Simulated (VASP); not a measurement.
A run of VASP 6.6.1 is set up as follows.

File INCAR:

```
SYSTEM = Al
  ALGO = Normal
  EDIFF = 1E-7
  ENCUT = 520
  GGA = PE
  ISIF = 2
  ISMEAR = 0
  LASPH = .TRUE.
  LCHARG = .FALSE.
  LREAL = .FALSE.
  LWAVE = .FALSE.
  NBANDS = 14
  NELM = 100
  PREC = Accurate
  SIGMA = 0.2
```

File KPOINTS:

```
k-points
0
G
  8 6 6
  0 0 0
```

POSCAR

```
Al
1.0
   -1.4483065375      1.4485499896     -2.0488607691
   -1.4270236514     -4.2631790888     -2.0030828245
   -4.2600500968     -1.4283626956      2.0041290843
Al
4
Direct
    0.7499911848     -0.0000001371      0.7500043145
    0.2499577585      0.9999995826      0.2500055090
    0.7500586271      0.4999976328      0.2499948639
    0.2499924296      0.5000029219      0.7499953125
```

Potentials or basis: VASP PAW PBE potentials, release 64 (Al).

The run is started by

```bash
$ cat potpaw_PBE.64/Al/POTCAR > POTCAR
$ mpirun -np 1 vasp_std > vasp.out
```

(1) Predict the pressure.

(2) Estimate the band gap on the k mesh.

Answers

(1) 0.0 GPa.

(2) zero (band 6 reaches 10.38 eV, above the bottom of band 7 at 6.34 eV).
